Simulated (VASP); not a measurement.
# MgH2 in VASP: notebook, part 3 of 3

VASP 6.6.1. Earlier steps stand in the parts before.

## (4) Single point, PBE

This run uses another cell than the first one: it holds 6 atoms, not 3.

INCAR

```
PREC     = Accurate       # precision mode
ENCUT    = 520            # plane-wave cutoff, eV
EDIFF    = 1E-6           # SCF threshold, eV
ISMEAR   = 0              # smearing method
SIGMA    = 0.2            # smearing width, eV
LREAL    = False          # projectors in reciprocal space
LASPH    = True           # aspherical terms in the spheres
NELM     = 100            # most SCF steps
ALGO     = Normal         # electronic algorithm
ISIF     = 2              # what is computed and relaxed
LWAVE    = False          # write WAVECAR
LCHARG   = False          # write CHGCAR
GGA      = PE             # functional
NBANDS   = 13             # bands
```

KPOINTS

```
Automatic mesh
0
Gamma
  6 6 4
```

POSCAR

```
MgH2
1.0
    3.2777682942      0.0000000000      0.0000000000
    0.0000000000      3.2777682942      0.0000000000
    0.0000000000      0.0000000000      5.3530698391
Mg H
2 4
Direct
    0.5000000000      0.5000000000      0.5000000000
    0.5000000000      0.5000000000      0.0000000000
    0.0000000000      0.5000000000      0.2500000000
    0.0000000000      0.5000000000      0.7500000000
    0.5000000000      0.0000000000      0.2500000000
    0.5000000000      0.0000000000      0.7500000000
```

Potentials or basis: VASP PAW PBE potentials, release 64 (Mg, H).

Launch:

```sh
cat potpaw_PBE.64/Mg/POTCAR potpaw_PBE.64/H/POTCAR > POTCAR
mpirun -np 1 vasp_std > vasp.out
```

OUTCAR:

```text
PREC = Accurate
   ENCUT = 520
   EDIFF = 1E-6
   ISMEAR = 0
   LREAL = False
   LASPH = True
   NELM = 100
   ISIF = 2
   GGA = PE

 ion  position               nearest neighbor table
   1  0.500  0.500  0.500-   3 2.12   4 2.12   5 2.12   6 2.12   5 2.12   6 2.12   3 2.12   4 2.12
                             2 2.68   2 2.68
   2  0.500  0.500  0.000-   3 2.12   4 2.12   5 2.12   6 2.12   5 2.12   6 2.12   3 2.12   4 2.12
                             1 2.68   1 2.68
   3  0.000  0.500  0.250-   1 2.12   2 2.12   1 2.12   2 2.12
   4  0.000  0.500  0.750-   1 2.12   2 2.12   1 2.12   2 2.12
   5  0.500  0.000  0.250-   1 2.12   2 2.12   1 2.12   2 2.12
   6  0.500  0.000  0.750-   1 2.12   2 2.12   1 2.12   2 2.12
[... 7 lines left out ...]
 A1 = (   3.2777682942,   0.0000000000,   0.0000000000)
 A2 = (   0.0000000000,   3.2777682942,   0.0000000000)
 A3 = (   0.0000000000,   0.0000000000,   5.3530698391)

Analysis of symmetry for initial positions (statically):
=====================================================================
 Subroutine PRICEL returns following result:

  LATTYP: Found a simple tetragonal cell.
 ALAT       =     3.2777682942
 C/A-ratio  =     0.8165723380

  Lattice vectors:

 A1 = (   3.2777682942,   0.0000000000,   0.0000000000)
 A2 = (   0.0000000000,   3.2777682942,   0.0000000000)
 A3 = (   0.0000000000,   0.0000000000,   2.6765349195)

   2 primitive cells build up your supercell.

 Routine SETGRP: Setting up the symmetry group for a
 simple tetragonal supercell.

 Subroutine GETGRP returns: Found 16 space group operations
 (whereof 16 operations were pure point group operations)
 out of a pool of 16 trial point group operations.

The static configuration has the point symmetry D_4h.

Analysis of symmetry for dynamics (positions and initial velocities):
=====================================================================
 Subroutine PRICEL returns following result:

  LATTYP: Found a simple tetragonal cell.
 ALAT       =     3.2777682942
 C/A-ratio  =     0.8165723380

  Lattice vectors:

 A1 = (   3.2777682942,   0.0000000000,   0.0000000000)
 A2 = (   0.0000000000,   3.2777682942,   0.0000000000)
 A3 = (   0.0000000000,   0.0000000000,   2.6765349195)

   2 primitive cells build up your supercell.

 Routine SETGRP: Setting up the symmetry group for a
 simple tetragonal supercell.

 Subroutine GETGRP returns: Found 16 space group operations
 (whereof 16 operations were pure point group operations)
 out of a pool of 16 trial point group operations.

The dynamic configuration has the point symmetry D_4h.

 Subroutine INISYM returns: Found 16 space group operations
 (whereof 16 operations are pure point group operations),
 and found     2 'primitive' translations

----------------------------------------------------------------------------------------

                                     Primitive cell

  volume of cell :      28.7561

  direct lattice vectors                    reciprocal lattice vectors
     3.277768294  0.000000000  0.000000000     0.305085628  0.000000000  0.000000000
     0.000000000  3.277768294  0.000000000     0.000000000  0.305085628  0.000000000
     0.000000000  0.000000000  2.676534920     0.000000000  0.000000000  0.373617393

  length of vectors
     3.277768294  3.277768294  2.676534920     0.305085628  0.305085628  0.373617393
[... 70 lines left out ...]
   ions per type =               2   4
   NGX,Y,Z   is equivalent  to a cutoff of  12.17, 12.17, 12.42 a.u.
   NGXF,Y,Z  is equivalent  to a cutoff of  24.35, 24.35, 24.84 a.u.
 SYSTEM =  unknown system
   PREC   = accura    normal or accurate (medium, high low for compatibility)
   ISTART =      0    job   : 0-new  1-cont  2-samecut
   ICHARG =      2    charge: 1-file 2-atom 10-const
   ISPIN  =      1    spin polarized calculation?
   LNONCOLLINEAR =      F non collinear calculations
   LSORBIT =      F    spin-orbit coupling
   LASPH  =      T    aspherical Exc in radial PAW
   ENCUT  =  520.0 eV  38.22 Ry    6.18 a.u.   6.09  6.09  9.95*2*pi/ulx,y,z
   NELM   =    100;   NELMIN=  2; NELMDL= -5     # of ELM steps
   EDIFF  = 0.1E-05   stopping-criterion for ELM
   LREAL  =      F    real-space projection
   EDIFFG = 0.1E-04   stopping-criterion for IOM
   NSW    =      0    number of steps for IOM
   IBRION =     -1    ionic relax: 0-MD 1-quasi-New 2-CG
   NFREE  =      0    steps in history (QN), initial steepest desc. (CG)
   ISIF   =      2    stress and relaxation
   ISYM   =      2    0-nonsym 1-usesym 2-fastsym
   POTIM  = 0.5000    time-step for ionic-motion
   TEBEG  =    0.0;   TEEND  =   0.0 temperature during run
   PSTRESS=    0.0 pullay stress
   NELECT =       8.0000    total number of electrons
   NUPDOWN=      -1.0000    fix difference up-down
   EMIN   =  10.00;   EMAX   =-10.00  energy-range for DOS
   EFERMI =   0.00;   METHOD = LEGACY
   ISMEAR =     0;   SIGMA  =   0.20  broadening in eV -4-tet -1-fermi 0-gaus
   EFERMI_NEDOS =   21; number of points for ismear=-14 and -15
   IALGO  =     38    algorithm
   IMIX   =      4    mixing-type and parameters
     AMIX     =   0.40;   BMIX     =  1.00
     AMIX_MAG =   1.60;   BMIX_MAG =  1.00
  volume/ion in A,a.u.               =       9.59        64.69
  Fermi-wavevector in a.u.,A,eV,Ry     =   0.848239  1.602940  9.789525  0.719510
  Thomas-Fermi vector in A             =   1.963872
   LORBIT       =      0    0 simple, 1 ext, 2 COOP (PROOUT), +10 PAW based schemes
   GGA     = PE    functional components
   LHFCALC =     F    Hartree Fock is set to
   AEXX    =    0.0000 exact exchange contribution
   IVDW    =     0    specifies the selected vdW correction
   LEPSILON=     F    determine dielectric tensor
   LRPA    =     F    only Hartree local field effects (RPA)
 non-spin polarized calculation
 Gauss-broadening in eV      SIGMA  =   0.20
  energy-cutoff  :      520.00
  volume of cell :       57.51
 maximum number of plane-waves:      1584
   NGX = 13   NGY = 13   NGZ = 19

 number of electron       7.9999993 magnetization

 Free energy of the ion-electron system (eV)
  ---------------------------------------------------
  ext. energy  EPLUGINS =         0.00000000
  ---------------------------------------------------
  free energy    TOTEN  =       -15.89462276 eV

  energy without entropy =      -15.88353032  energy(sigma->0) =      -15.88907654

 E-fermi :   2.2174     XC(G=0):  -8.7023

 val. band max:        2.2022077784   @ k =   0.1667   0.1667   0.0000
 cond. band min:       2.4231094940   @ k =   0.0000   0.0000   0.2500
 fundamental gap:      0.2209017156
 Fermi energy:         2.2174410837

 k-point     1 :       0.0000    0.0000    0.0000
  band No.  band energies     occupation
      1      -7.0591      2.00000
      2      -3.9450      2.00000
      3       1.0678      2.00000
      4       1.2462      2.00000
      5       3.4937      0.00000
      6       8.2281      0.00000
      7       8.2281      0.00000
      8      10.1656      0.00000
      9      11.4227      0.00000
     10      11.6481      0.00000
     11      11.6481      0.00000
     12      13.5221      0.00000
     13      13.8746      0.00000
[... 354 lines left out ...]
  band No.  band energies     occupation
      1      -3.2166      2.00000
      2      -3.2166      2.00000
      3      -2.5739      2.00000
      4      -2.5739      2.00000
      5       8.1107      0.00000
      6       8.1107      0.00000
      7       8.4846      0.00000
      8       8.4846      0.00000
      9       9.6467      0.00000
     10       9.6467      0.00000
     11      11.5820      0.00000
     12      11.5820      0.00000
     13      13.3084      0.00000

 [... further k-points ...]

------------------------ aborting loop because EDIFF is reached ----------------------------------------

  FORCE on cell =-STRESS in cart. coord.  units (eV):
  Direction    XX          YY          ZZ          XY          YZ          ZX
  --------------------------------------------------------------------------------------
  -------------------------------------------------------------------------------------
  Total        0.0145975      0.0145975     -0.3030810      0.0000000      0.0000000     -0.0000000
  in kB        0.4066574      0.4066574     -8.4432555      0.0000000      0.0000000     -0.0000000
  external PRESSURE =      -2.5433136 kB  Pullay stress =       0.0000000 kB

 VOLUME and BASIS-vectors are now :
 -----------------------------------------------------------------------------
  energy-cutoff  :      520.00
  volume of cell :       57.51
      direct lattice vectors                 reciprocal lattice vectors
     3.277768294  0.000000000  0.000000000     0.305085628  0.000000000  0.000000000
     0.000000000  3.277768294  0.000000000     0.000000000  0.305085628  0.000000000
     0.000000000  0.000000000  5.353069839     0.000000000  0.000000000  0.186808697

 POSITION                                       TOTAL-FORCE (eV/Angst)
 -----------------------------------------------------------------------------------
      1.63888      1.63888      2.67653        -0.000000      0.000000     -0.000000
      1.63888      1.63888      0.00000        -0.000000     -0.000000      0.000000
      0.00000      1.63888      1.33827         0.000000     -0.000000     -0.000000
      0.00000      1.63888      4.01480         0.000000     -0.000000      0.000000
      1.63888      0.00000      1.33827         0.000000     -0.000000     -0.000000
      1.63888      0.00000      4.01480         0.000000     -0.000000      0.000000
 -----------------------------------------------------------------------------------
    total drift:                                0.000000      0.000000     -0.000000

  FREE ENERGIE OF THE ION-ELECTRON SYSTEM (eV)
  ---------------------------------------------------
  free  energy   TOTEN  =       -15.8946227567 eV

  energy  without entropy=      -15.8835303244  energy(sigma->0) =      -15.88907654
```

Wall time 7.3 s (1 thread of AMD EPYC 9R45 (Zen 5), shared host); peak memory 0.14 GiB.

What came out:

```
Free energy            : -15.8946 eV
Pressure               : -0.3 GPa
Band gap on the k mesh : zero (band 4 reaches 2.42 eV, above the bottom of band 5 at 1.57 eV)
```

Levels at points of the mesh, in eV from the Fermi level:
| k point | band 1 | band 2 | band 3 | band 4 | band 5 | band 6 | band 7 | band 8 |
| --- | --- | --- | --- | --- | --- | --- | --- | --- |
| (0.00, 0.00, 0.00) | -9.28 | -6.16 | -1.15 | -0.97 | 1.28 | 6.01 | 6.01 | 7.95 |
| (0.50, 0.00, 0.00) | -6.52 | -5.80 | -3.66 | -3.08 | 2.16 | 2.21 | 6.44 | 8.22 |
| (0.50, 0.50, 0.00) | -4.64 | -4.64 | -2.30 | -2.30 | -0.64 | 1.79 | 2.40 | 4.25 |
| (0.00, 0.00, 0.50) | -8.15 | -8.15 | -0.06 | -0.06 | 3.12 | 3.12 | 7.08 | 7.08 |
| (0.50, 0.00, 0.50) | -5.43 | -5.43 | -4.79 | -4.79 | 5.89 | 5.89 | 6.27 | 6.27 |
| (0.50, 0.50, 0.50) | -3.73 | -3.73 | -3.73 | -3.73 | 0.51 | 0.51 | 3.11 | 3.11 |

## (5) Overview

| cell | k mesh | smearing | gap on the mesh (eV) | pressure (GPa) |
| --- | --- | --- | --- | --- |
| a = 3.270, b = 3.270, c = 2.682 Å, 3 atoms | 6 × 6 × 6 | gaussian 0.1 eV | none | -0.3 |
| a = 4.574, b = 4.574, c = 2.714 Å, 6 atoms | 4 × 4 × 4 | gaussian 0.1 eV | none | -0.3 |
| a = 3.278, b = 3.278, c = 5.353 Å, 6 atoms | 6 × 6 × 4 | gaussian 0.2 eV | none | -0.3 |

Alike in all rows: task single point; level PBE; potentials or basis VASP PAW PBE potentials, release 64 (Mg, H); no spin polarisation; cutoff (eV) 520.

Caveats: some runs use coarse meshes.

Total energies depend on the potentials used, so only differences within one code and one set of settings carry meaning.
